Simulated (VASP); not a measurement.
The system is Cd.

```
Cd
1.0
     2.98000    0.00000    0.00000
    -1.49000    2.58076    0.00000
     0.00000    0.00000    5.62028
Cd
2
Direct
  0.33333 0.66667 0.75000
  0.66667 0.33333 0.25000
```

```yaml
Program: VASP 6.6.1
Task: relaxation of cell and atoms
Functional: LDA
Potentials_or_basis: VASP PAW LDA potentials, release 64 (Cd)
Cutoff: 600 eV
k_mesh: 16 × 16 × 8
Occupations: gaussian, width 0.05 eV
Spin: no spin polarisation
```

At the start: pressure -4.1 GPa; volume 21.61 Å³/atom.

Question: How do energy, volume and symmetry change on relaxing?

Answer: Over 7 steps the energy falls by 21.7 meV/atom and the volume is 20.04 Å³/atom (-7.3 %); space group P6_3/mmc (No. 194, to 0.1 Å) before and after.

Step by step:
```tsv
step	energy change (eV)	largest force (eV/Å)	pressure (GPa)	volume (Å³)
1	0.0000	0.0000	-4.14	43.22
2	-0.0370	0.0000	1.13	39.82
3	-0.0391	0.0000	-0.01	40.41
4	-0.0421	0.0000	0.02	40.25
5	-0.0433	0.0000	0.05	40.10
6	-0.0434	0.0000	0.14	40.06
7	-0.0434	0.0000	0.01	40.07
```

Final structure:
```
CELL_PARAMETERS angstrom
2.92923 0.00000 0.00000
-1.46462 2.53679 0.00000
0.00000 0.00000 5.39304
ATOMIC_POSITIONS crystal
Cd 0.33333 0.66667 0.75000
Cd 0.66667 0.33333 0.25000
```
